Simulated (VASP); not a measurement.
# SnSe2 (P-3m1) in VASP: a series of runs

The runs below take SnSe2 through single point, with PBE+D3(BJ).

All numbers are computed with VASP 6.6.1; they aren't measurements. Logs are shortened: lines on timing, memory, paths and dates and some standing lists are left out, and cuts for length are marked.

## 1. The cell of the first run

Symmetry: P-3m1, No. 164, trigonal system. Conventional cell: a = 3.888 Å, b = 3.888 Å, c = 6.659 Å, α = 90.00°, β = 90.00°, γ = 120.00°. Sn (site symmetry -3m) has 6 Se at 2.86 Å and 6 Sn at 3.89 Å within 3.9 Å. Within 3.9 Å of Se (site symmetry 3m) lie 3 Sn at 2.86 Å and 9 Se at 3.85 to 3.89 Å.

## 2. Single point, PBE+D3(BJ)

File INCAR:

```
PREC     = Accurate       # precision mode
ENCUT    = 500            # plane-wave cutoff, eV
EDIFF    = 1E-6           # SCF threshold, eV
ISMEAR   = 0              # smearing method
SIGMA    = 0.03           # smearing width, eV
LREAL    = F              # projectors in reciprocal space
LASPH    = T              # aspherical terms in the spheres
NELM     = 120            # most SCF steps
ALGO     = Normal         # electronic algorithm
ISIF     = 2              # what is computed and relaxed
LWAVE    = F              # write WAVECAR
LCHARG   = F              # write CHGCAR
GGA      = PE             # functional
IVDW     = 12             # dispersion correction
NBANDS   = 20             # bands
GGA_COMPAT= F
```

File KPOINTS:

```
Automatic mesh
0
Gamma
  12 12 6
```

File POSCAR:

```
SnSe2
1.0
    3.8880000000      0.0000000000      0.0000000000
   -1.9440000000      3.3671067699      0.0000000000
    0.0000000000      0.0000000000      6.6590000000
Sn Se
1 2
Direct
    0.0000000000      0.0000000000      0.0000000000
    0.3333333333      0.6666666667      0.2651331237
    0.6666666667      0.3333333333      0.7348668763
```

Potentials or basis: VASP PAW PBE potentials, release 64 (Sn_d, Se).

The run is started by

```sh
cat potpaw_PBE.64/Sn_d/POTCAR potpaw_PBE.64/Se/POTCAR > POTCAR
mpirun -np 1 vasp_std > vasp.out
```

OUTCAR:

```text
PREC = Accurate
   ENCUT = 500
   EDIFF = 1E-6
   ISMEAR = 0
   LREAL = F
   LASPH = T
   NELM = 120
   ISIF = 2
   GGA = PE
   IVDW = 12
 IVDW          = 12

 ion  position               nearest neighbor table
   1  0.000  0.000  0.000-   2 2.86   3 2.86   2 2.86   3 2.86   3 2.86   2 2.86
   2  0.333  0.667  0.265-   1 2.86   1 2.86   1 2.86
   3  0.667  0.333  0.735-   1 2.86   1 2.86   1 2.86

  LATTYP: Found a hexagonal cell.
 ALAT       =     3.8880000000
 C/A-ratio  =     1.7127057613

  Lattice vectors:

 A1 = (   3.8880000000,   0.0000000000,   0.0000000000)
 A2 = (  -1.9440000000,   3.3671067699,   0.0000000000)
 A3 = (   0.0000000000,   0.0000000000,   6.6590000000)

Analysis of symmetry for initial positions (statically):
=====================================================================
 Subroutine PRICEL returns:
 Original cell was already a primitive cell.

 Routine SETGRP: Setting up the symmetry group for a
 hexagonal supercell.

 Subroutine GETGRP returns: Found 12 space group operations
 (whereof 12 operations were pure point group operations)
 out of a pool of 24 trial point group operations.

The static configuration has the point symmetry D_3d.

Analysis of symmetry for dynamics (positions and initial velocities):
=====================================================================
 Subroutine PRICEL returns:
 Original cell was already a primitive cell.

 Routine SETGRP: Setting up the symmetry group for a
 hexagonal supercell.

 Subroutine GETGRP returns: Found 12 space group operations
 (whereof 12 operations were pure point group operations)
 out of a pool of 24 trial point group operations.

The dynamic configuration has the point symmetry D_3d.

 Subroutine INISYM returns: Found 12 space group operations
 (whereof 12 operations are pure point group operations),
 and found     1 'primitive' translations

----------------------------------------------------------------------------------------

                                     Primitive cell

  volume of cell :      87.1750

  direct lattice vectors                    reciprocal lattice vectors
     3.888000000  0.000000000  0.000000000     0.257201646  0.148495440  0.000000000
    -1.944000000  3.367106770  0.000000000     0.000000000  0.296990879  0.000000000
     0.000000000  0.000000000  6.659000000     0.000000000  0.000000000  0.150172699

  length of vectors
     3.888000000  3.888000000  6.659000000     0.296990879  0.296990879  0.150172699

  position of ions in fractional coordinates (direct lattice)
     0.000000000  0.000000000  0.000000000
     0.333333333  0.666666667  0.265133124
     0.666666667  0.333333333  0.734866876

  ion indices of the primitive-cell ions
   primitive index   ion index
                 1           1
                 2           2
                 3           3

----------------------------------------------------------------------------------------

 KPOINTS: Automatic mesh

Automatic generation of k-mesh.
 Grid dimensions read from file:
 generate k-points for:   12   12    6

 Generating k-lattice:

  Cartesian coordinates                     Fractional coordinates (reciprocal lattice)
     0.021433471  0.012374620  0.000000000     0.083333333  0.000000000  0.000000000
     0.000000000  0.024749240  0.000000000     0.000000000  0.083333333  0.000000000
     0.000000000  0.000000000  0.025028783     0.000000000  0.000000000  0.166666667

  Length of vectors
     0.024749240  0.024749240  0.025028783

  Shift w.r.t. Gamma in fractional coordinates (k-lattice)
     0.000000000  0.000000000  0.000000000

 Subroutine IBZKPT returns following result:
 ===========================================

 Found    100 irreducible k-points:

 Following reciprocal coordinates:
            Coordinates               Weight
  0.000000  0.000000  0.000000      1.000000
  0.083333  0.000000  0.000000      6.000000
  0.166667 -0.000000  0.000000      6.000000
  0.250000  0.000000  0.000000      6.000000
  0.333333  0.000000  0.000000      6.000000
  0.416667  0.000000  0.000000      6.000000
[... 16 lines left out ...]
  0.166667 -0.000000  0.166667      6.000000
  0.000000  0.166667  0.166667      6.000000
 [... further k-points ...]
   k-points           NKPTS =    100   k-points in BZ     NKDIM =    100   number of bands    NBANDS=     20
   number of dos      NEDOS =    301   number of ions     NIONS =      3
   total plane-waves  NPLWV =  39200
   dimension x,y,z NGX =    28 NGY =   28 NGZ =   50
   dimension x,y,z NGXF=    56 NGYF=   56 NGZF=  100
   ions per type =               1   2
   NGX,Y,Z   is equivalent  to a cutoff of  11.97, 11.97, 12.48 a.u.
   NGXF,Y,Z  is equivalent  to a cutoff of  23.94, 23.94, 24.97 a.u.
 SYSTEM =  unknown system
   PREC   = accura    normal or accurate (medium, high low for compatibility)
   ISTART =      0    job   : 0-new  1-cont  2-samecut
   ICHARG =      2    charge: 1-file 2-atom 10-const
   ISPIN  =      1    spin polarized calculation?
   LNONCOLLINEAR =      F non collinear calculations
   LSORBIT =      F    spin-orbit coupling
   LASPH  =      T    aspherical Exc in radial PAW
   ENCUT  =  500.0 eV  36.75 Ry    6.06 a.u.   7.09  7.09 12.14*2*pi/ulx,y,z
   NELM   =    120;   NELMIN=  2; NELMDL= -5     # of ELM steps
   EDIFF  = 0.1E-05   stopping-criterion for ELM
   LREAL  =      F    real-space projection
   EDIFFG = 0.1E-04   stopping-criterion for IOM
   NSW    =      0    number of steps for IOM
   IBRION =     -1    ionic relax: 0-MD 1-quasi-New 2-CG
   NFREE  =      0    steps in history (QN), initial steepest desc. (CG)
   ISIF   =      2    stress and relaxation
   ISYM   =      2    0-nonsym 1-usesym 2-fastsym
   POTIM  = 0.5000    time-step for ionic-motion
   TEBEG  =    0.0;   TEEND  =   0.0 temperature during run
   PSTRESS=    0.0 pullay stress
   NELECT =      26.0000    total number of electrons
   NUPDOWN=      -1.0000    fix difference up-down
   EMIN   =  10.00;   EMAX   =-10.00  energy-range for DOS
   EFERMI =   0.00;   METHOD = LEGACY
   ISMEAR =     0;   SIGMA  =   0.03  broadening in eV -4-tet -1-fermi 0-gaus
   EFERMI_NEDOS =   21; number of points for ismear=-14 and -15
   IALGO  =     38    algorithm
   IMIX   =      4    mixing-type and parameters
     AMIX     =   0.40;   BMIX     =  1.00
     AMIX_MAG =   1.60;   BMIX_MAG =  1.00
  volume/ion in A,a.u.               =      29.06       196.10
  Fermi-wavevector in a.u.,A,eV,Ry     =   1.093793  2.066969 16.277787  1.196384
  Thomas-Fermi vector in A             =   2.230085
   LORBIT       =      0    0 simple, 1 ext, 2 COOP (PROOUT), +10 PAW based schemes
   GGA     = PE    functional components
   LHFCALC =     F    Hartree Fock is set to
   AEXX    =    0.0000 exact exchange contribution
   IVDW    =    12    specifies the selected vdW correction
   LEPSILON=     F    determine dielectric tensor
   LRPA    =     F    only Hartree local field effects (RPA)
 non-spin polarized calculation
 Gauss-broadening in eV      SIGMA  =   0.03
  energy-cutoff  :      500.00
  volume of cell :       87.18
 maximum number of plane-waves:      2235
   NGX = 15   NGY = 15   NGZ = 25

 number of electron      26.0000014 magnetization

 Free energy of the ion-electron system (eV)
  ---------------------------------------------------
  ext. energy  EPLUGINS =         0.00000000
  ---------------------------------------------------
  free energy    TOTEN  =       -11.62529073 eV

  energy without entropy =      -11.62509432  energy(sigma->0) =      -11.62519253

 E-fermi :   3.1935     XC(G=0):  -8.9941

 val. band max:        3.1673988714   @ k =   0.0833   0.0000   0.1667
 cond. band min:       3.1966849762   @ k =   0.5000   0.0000   0.5000
 fundamental gap:      0.0292861048
 Fermi energy:         3.1934636497

 k-point     1 :       0.0000    0.0000    0.0000
  band No.  band energies     occupation
      1     -18.1811      2.00000
      2     -18.1811      2.00000
      3     -18.1387      2.00000
      4     -18.1326      2.00000
      5     -18.1326      2.00000
      6     -10.0038      2.00000
[... 12 lines left out ...]
     19      11.7090      0.00000
     20      12.1177      0.00000

 k-point     2 :       0.0833    0.0000    0.0000
  band No.  band energies     occupation
      1     -18.1819      2.00000
      2     -18.1786      2.00000
      3     -18.1373      2.00000
      4     -18.1344      2.00000
      5     -18.1329      2.00000
      6      -9.9469      2.00000
[... 12 lines left out ...]
     19      11.3269      0.00000
     20      11.9906      0.00000

 k-point     3 :       0.1667   -0.0000    0.0000
  band No.  band energies     occupation
      1     -18.1846      2.00000
      2     -18.1720      2.00000
      3     -18.1395      2.00000
      4     -18.1337      2.00000
      5     -18.1333      2.00000
      6      -9.7815      2.00000
[... 12 lines left out ...]
     19      11.1846      0.00000
     20      12.1144      0.00000

 k-point     4 :       0.2500    0.0000    0.0000
  band No.  band energies     occupation
      1     -18.1891      2.00000
      2     -18.1630      2.00000
      3     -18.1458      2.00000
      4     -18.1347      2.00000
      5     -18.1276      2.00000
      6      -9.5261      2.00000
[... 12 lines left out ...]
     19      11.5253      0.00000
     20      12.1828      0.00000

 k-point     5 :       0.3333    0.0000    0.0000
  band No.  band energies     occupation
      1     -18.1943      2.00000
      2     -18.1545      2.00000
      3     -18.1517      2.00000
      4     -18.1352      2.00000
      5     -18.1215      2.00000
      6      -9.2179      2.00000
[... 12 lines left out ...]
     19      11.9390      0.00000
     20      12.6420      0.00000
[... 353 lines left out ...]
      6      -9.9091      2.00000
[... 12 lines left out ...]
     19      11.2197      0.00000
     20      12.1596      0.00000

 k-point    22 :       0.0000    0.0833    0.1667
  band No.  band energies     occupation
      1     -18.1819      2.00000
      2     -18.1786      2.00000
      3     -18.1373      2.00000
      4     -18.1344      2.00000
      5     -18.1329      2.00000
      6      -9.9091      2.00000
[... 12 lines left out ...]
     19      11.2204      0.00000
     20      11.9736      0.00000

 k-point    23 :       0.1667   -0.0000    0.1667
  band No.  band energies     occupation
      1     -18.1846      2.00000
      2     -18.1720      2.00000
      3     -18.1395      2.00000
      4     -18.1337      2.00000
      5     -18.1333      2.00000
      6      -9.7448      2.00000
[... 12 lines left out ...]
     19      11.5000      0.00000
     20      11.6683      0.00000

 k-point    24 :       0.0000    0.1667    0.1667
  band No.  band energies     occupation
      1     -18.1846      2.00000
      2     -18.1720      2.00000
      3     -18.1395      2.00000
      4     -18.1337      2.00000
      5     -18.1333      2.00000
      6      -9.7450      2.00000
[... 12 lines left out ...]
     19      10.9265      0.00000
     20      11.7762      0.00000

 [... further k-points ...]

------------------------ aborting loop because EDIFF is reached ----------------------------------------

 Edisp (eV)   -0.95556

 E8    (eV) :    -0.4184

  FORCE on cell =-STRESS in cart. coord.  units (eV):
  Direction    XX          YY          ZZ          XY          YZ          ZX
  --------------------------------------------------------------------------------------
  -------------------------------------------------------------------------------------
  Total      -2.34420    -2.34420    -5.44856    -0.00000     0.00000     0.00000
  in kB     -43.08367   -43.08367  -100.13823    -0.00000     0.00000     0.00000
  external pressure =      -62.10 kB  Pullay stress =        0.00 kB

 VOLUME and BASIS-vectors are now :
 -----------------------------------------------------------------------------
  energy-cutoff  :      500.00
  volume of cell :       87.18
      direct lattice vectors                 reciprocal lattice vectors
     3.888000000  0.000000000  0.000000000     0.257201646  0.148495440  0.000000000
    -1.944000000  3.367106770  0.000000000     0.000000000  0.296990879  0.000000000
     0.000000000  0.000000000  6.659000000     0.000000000  0.000000000  0.150172699

 POSITION                                       TOTAL-FORCE (eV/Angst)
 -----------------------------------------------------------------------------------
      0.00000      0.00000      0.00000         0.000000      0.000000      0.000000
     -0.00000      2.24474      1.76552         0.000000      0.000000     -1.304408
      1.94400      1.12237      4.89348        -0.000000     -0.000000      1.304408
 -----------------------------------------------------------------------------------
    total drift:                               -0.000000      0.000000      0.000000

  FREE ENERGIE OF THE ION-ELECTRON SYSTEM (eV)
  ---------------------------------------------------
  free  energy   TOTEN  =       -12.5808546464 eV

  energy  without entropy=      -12.5806582370  energy(sigma->0) =      -12.58075644
```

Wall time 3.4 min (1 thread of Intel Xeon 8259CL, shared host); peak memory 0.3 GiB.

Results:

| Property | Result |
| --- | --- |
| Free energy | -12.5809 eV |
| Pressure | -6.2 GPa |
| Largest force | 1.304 eV/Å |
| Band gap on the k mesh | 0.03 eV (least direct gap 0.59 eV) |
| Dispersion energy per atom | -0.319 eV |

Forces in eV/Å, atoms in the order of the input:
```
Sn   0.000  0.000  0.000
Se   0.000  0.000 -1.304
Se   0.000  0.000  1.304
```

Caveat: the cell stands under tension; spin-orbit coupling is left out, which moves the levels of the heavy elements; forces of over 1 eV/Å act on the atoms, so gaps and moduli don't describe the material at rest.

(Part 1 of 3 ends here.)
